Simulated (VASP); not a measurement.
Input of a VASP 6.6.1 run:

The input INCAR:

```
SYSTEM = Mn
PREC = Accurate ; ENCUT = 520
EDIFF = 1E-7 ; ISMEAR = 0
SIGMA = 0.1 ; LREAL = .False.
LASPH = .True. ; NELM = 80
ALGO = Fast ; ISIF = 2
LWAVE = .False. ; LCHARG = .False.
GGA = PS ; NBANDS = 62
```

File KPOINTS:

```
regular mesh
0
Gamma
  8 8 8
  0 0 0
```

The input POSCAR:

```
Mn
1.0
    4.3655044313      0.0000000000      0.0000000000
    0.0000000000      4.3655044313      0.0000000000
    0.0000000000      0.0000000000      4.3655044313
Mn
8
Direct
    0.5000000000      0.5000000000      0.5000000000
    0.0000000000      0.0000000000      0.0000000000
    0.2500000000      0.0000000000      0.5000000000
    0.5000000000      0.2500000000      0.0000000000
    0.5000000000      0.7500000000      0.0000000000
    0.7500000000      0.0000000000      0.5000000000
    0.0000000000      0.5000000000      0.7500000000
    0.0000000000      0.5000000000      0.2500000000
```

Potentials or basis: VASP PAW PBE potentials, release 64 (Mn_pv).

The run is started by

```console
$ cat potpaw_PBE.64/Mn_pv/POTCAR > POTCAR
$ mpirun -np 1 vasp_std > vasp.out
```

**Question.** Predict the pressure.

**Answer.** 0.1 GPa.

**Question.** What does it give for the band gap on the k mesh?

**Answer.** Zero (bands 52 and 53 overlap by 0.47 eV).

Caveat: the PAW data sets were made with another functional, which shifts forces and pressure a little; the run has no spin polarisation, though such a crystal can be magnetic. Spin polarisation is off, so any magnetic state and its effect on volume and gap are missing.
